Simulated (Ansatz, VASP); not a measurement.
**GaSi in VASP and in Ansatz**

```xyz
4
Lattice="0.0000 3.2514 3.2514 3.2514 0.0000 3.2514 3.2514 3.2514 0.0000" Properties=species:S:1:pos:R:3 pbc="T T T"
Ga    3.2514    3.2514    3.2514
Ga    4.8770    4.8770    4.8770
Si    0.0000    0.0000    0.0000
Si    1.6257    1.6257    1.6257
```

Alike in both runs: functional r2SCAN; k mesh 4 × 4 × 4; occupations gaussian, width 0.1 eV; no spin polarisation.

Ansatz relaxed the structure, and its values are those at the end. VASP's run is a single point on that final structure, the one shown.

```csv
,VASP,Ansatz
version,VASP 6.6.1,Ansatz 0.2.0
potentials or method,"VASP PAW PBE potentials, release 64 (Ga_d, Si), cutoff 520 eV","scalar-relativistic, plane waves, PAW"
valence electrons in the cell,34,34
```

|  | VASP | Ansatz | Ansatz less VASP |
| --- | --- | --- | --- |
| gap on the k mesh at the Fermi level (eV) | none | none | - |
| pressure (GPa) | 0.3 | 0.3 | +0.05 |

VASP's potentials were made for PBE, not for r2SCAN. A gap of «none» marks a metal or a gap that the smearing closes.

The k mesh is coarse, so the values compare programs but aren't converged.
